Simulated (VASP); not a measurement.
CdTe:

```
CELL_PARAMETERS angstrom
0.00000 3.24100 3.24100
3.24100 0.00000 3.24100
3.24100 3.24100 0.00000
ATOMIC_POSITIONS crystal
Cd 0.00000 0.00000 0.00000
Te 0.25000 0.25000 0.25000
```

Base run:

```yaml
Program: VASP 6.6.1
Functional: r2SCAN
Potentials_or_basis: VASP PAW PBE potentials, release 64 (Cd, Te)
Cutoff: 520 eV
k_mesh: 8 × 8 × 8
Occupations: gaussian, width 0.01 eV
Spin: non-collinear spin, zero start, spin-orbit coupling
Starting_moments: "[[0.0, 0.0, 0.0], [0.0, 0.0, 0.0]] μB"
```

Its results: pressure 1.7 GPa; net moment 0.00 μB per cell.

Task: The run is repeated on the same cell with these changes: functional from r2SCAN to PBE. What comes out?

Result: Pressure 2.7 GPa; net moment 0.00 μB per cell.

Caveats: the PAW data sets were made with another functional, which shifts forces and pressure a little (at least some runs).
